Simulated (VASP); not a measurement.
Runs of VASP 6.6.1 on Si. The structure is that of space group Fddd (No. 70), or close to it. The cells are those of the table. 

```csv
cell,gap on the mesh (eV),pressure (GPa)
"a = 3.870, b = 3.649, c = 3.959 Å, angles 61.0, 55.5, 63.5°, 2 atoms",none,-0.1
"a = 4.008, b = 3.578, c = 3.909 Å, angles 64.6, 53.7, 61.7°, 2 atoms",none,-0.1
"a = 4.049, b = 3.635, c = 3.809 Å, angles 65.9, 55.0, 59.1°, 2 atoms",none,(a)
"a = 4.021, b = 3.596, c = 3.876 Å, angles 65.0, 54.1, 60.9°, 2 atoms",none,-0.2
```

Alike in all rows: task single point; level LDA; potentials or basis VASP PAW LDA potentials, release 64 (Si); no spin polarisation; k mesh 12 × 12 × 12; cutoff (eV) 520; smearing gaussian 0.05 eV.

**Question.** Fill in the values left out.

**Answer.** (a) -0.4.

Caveats: semilocal functionals underestimate gaps, so a narrow gap can read as zero (at least some runs).

A gap of «none» marks levels without a gap at the run's occupations.
